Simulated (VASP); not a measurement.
Set up this calculation in VASP 6.6.1, as the native input.

```yaml
Task: single point
Functional: BLYP
Potentials_or_basis: VASP PAW PBE potentials, release 64 (Ti_sv)
Cutoff: 520 eV
k_mesh: 15 × 15 × 15
Occupations: fermi-dirac, width 0.1 eV
Spin: no spin polarisation
Dipole_correction: no
Further_INCAR_settings: ALGO = Normal; EDIFF = 1e-06; NBANDS = 12
```

The structure of Ti lies in POSCAR:

```
Ti
1.0
    0.0000000000      1.9867972941      1.9867972941
    1.9867972941      0.0000000000      1.9867972941
    1.9867972941      1.9867972941      0.0000000000
Ti
1
Direct
    0.0000000000      0.0000000000      0.0000000000
```

This cell differs from its parent crystal: volume scaled by 0.88.

The input as run:

INCAR

```
PREC = Accurate ; ENCUT = 520
EDIFF = 1E-6 ; ISMEAR = -1
SIGMA = 0.1 ; LREAL = F
LASPH = T ; NELM = 80
ALGO = Normal ; ISIF = 2
LWAVE = F ; LCHARG = F
GGA = B5 ; ALDAX = 1.0
AGGAX = 1.0 ; AGGAC = 1.0
ALDAC = 0.0 ; NBANDS = 12
```

KPOINTS

```
regular mesh
0
Gamma
  15 15 15
```

Potentials or basis: VASP PAW PBE potentials, release 64 (Ti_sv).

Command:

```console
$ cat potpaw_PBE.64/Ti_sv/POTCAR > POTCAR
$ mpirun -np 1 vasp_std > vasp.out
```

It gave:

* Pressure: 15.9 GPa
* Band gap on the k mesh: zero (band 6 reaches 10.67 eV, above the bottom of band 7 at 9.47 eV)

Caveat: the PAW data sets were made with another functional, which shifts forces and pressure a little.

It took 20 s on 1 thread of Intel Xeon 8259CL (shared host), peak memory 0.15 GiB.
